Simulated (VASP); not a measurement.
Set up this calculation in VASP 6.6.1, as the native input.

- Task: single point
- Functional: PBE
- Potentials or basis: VASP PAW PBE potentials, release 64 (K_sv, C)
- Cutoff: 600 eV
- k mesh: 6 × 6 × 6
- Occupations: fermi-dirac, width 0.1 eV
- Spin: no spin polarisation
- Dipole correction: no
- Further INCAR settings: ALGO = Normal; EDIFF = 1e-06; NBANDS = 14

The structure of KC lies in POSCAR:

```
KC
1.0
    0.0000000000      2.7674250000      2.7674250000
    2.7674250000      0.0000000000      2.7674250000
    2.7674250000      2.7674250000      0.0000000000
K C
1 1
Direct
    0.0000000000      0.0000000000      0.0000000000
    0.2500000000      0.2500000000      0.2500000000
```

The input as run:

INCAR

```
SYSTEM = KC
  PREC = Accurate
  ENCUT = 600
  EDIFF = 1E-6
  ISMEAR = -1
  SIGMA = 0.1
  LREAL = .FALSE.
  LASPH = .TRUE.
  NELM = 120
  ALGO = Normal
  ISIF = 2
  LWAVE = .FALSE.
  LCHARG = .FALSE.
  GGA = PE
  NBANDS = 14
  GGA_COMPAT = .FALSE.
```

KPOINTS

```
Automatic mesh
0
G
  6 6 6
  0 0 0
```

Potentials or basis: VASP PAW PBE potentials, release 64 (K_sv, C).

Command:

```console
$ cat potpaw_PBE.64/K_sv/POTCAR potpaw_PBE.64/C/POTCAR > POTCAR
$ mpirun -np 1 vasp_std > vasp.out
```

Results of the run:

```
Pressure : 16.0 GPa
```

Wall time 21 s on 1 thread of Intel Xeon 8259CL, with other jobs on the host, peak memory 0.17 GiB.
